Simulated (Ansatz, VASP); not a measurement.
## SnS2 in VASP and in Ansatz

```
Sn S
1.0
     3.66076    0.00000    0.00000
    -1.83038    3.17031    0.00000
     0.00000    0.00000    5.96180
Sn S
1 2
Direct
  0.00000 0.00000 0.00000
  0.33333 0.66667 0.24559
  0.66667 0.33333 0.75441
```

Alike in both runs: task single point; functional PBE-based screened hybrid with a share of 0.2 of exact exchange and HFSCREEN = 0.3; k mesh 6 × 6 × 2; no spin polarisation.

|  | VASP | Ansatz |
| --- | --- | --- |
| version | VASP 6.6.1 | Ansatz 0.2.0 |
| potentials or method | VASP PAW PBE potentials, release 64 (Sn_d, S) | plane waves |
| plane-wave cutoff (eV) | 400 | 420 |
| occupations | gaussian, width 0.01 eV | fixed |
| valence electrons in the cell | 26 | 26 |

VASP gave:

```
gap on the k mesh at the Fermi level (eV)                     : 2.08
pressure (GPa)                                                : 0.6
traceless stress, the component that is largest in VASP (GPa) : -0.04
rms of the force components (eV/Å)                            : 0.064
```

Task: What did Ansatz give for the same quantities?

Result: gap on the k mesh at the Fermi level (eV): 2.07; pressure (GPa): 0.8; traceless stress, the component that is largest in VASP (GPa): -0.06; rms of the force components (eV/Å): 0.060.

VASP's potentials were made for PBE, not for PBE-based screened hybrid. Atom by atom the forces differ by 0.004 eV/Å (rms over components). Ansatz's warnings: stress exchange threshold loose, stress scf threshold loose.

The k mesh is coarse, so the values compare programs but aren't converged.
